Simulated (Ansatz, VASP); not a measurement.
# Li2H: VASP beside Ansatz

```
CELL_PARAMETERS angstrom
3.12063 0.00000 0.00000
-1.56032 2.70255 0.00000
0.00000 0.00000 3.36945
ATOMIC_POSITIONS crystal
Li 0.33333 0.66667 0.50000
Li 0.66667 0.33333 0.50000
H 0.00000 0.00000 0.00000
```

Alike in both runs: task relaxation of cell and atoms; functional PBE; k mesh 6 × 6 × 6; occupations gaussian, width 0.1 eV; no spin polarisation.

```csv
,VASP,Ansatz
version,VASP 6.6.1,Ansatz 0.2.0
potentials or method,"VASP PAW PBE potentials, release 64 (Li_sv, H_h), cutoff 910 eV","scalar-relativistic, plane waves, PAW"
valence electrons in the cell,7,7
```

|  | VASP | Ansatz | Ansatz less VASP |
| --- | --- | --- | --- |
| gap on the k mesh at the Fermi level, each at its own relaxed structure (eV) | none | none | - |
| relaxed volume (Å³/atom) | 12.93 | 13.01 | +0.082 |
| relaxed cell length with the largest relative difference (Å) | 4.107 | 4.122 | +0.0152 |

A gap of «none» marks a metal or a gap that the smearing closes.

The k mesh is coarse, so the values compare programs but aren't converged. Noted on VASP's run: the volume moved by over 15 % at a fixed basis, so the end points are rough.
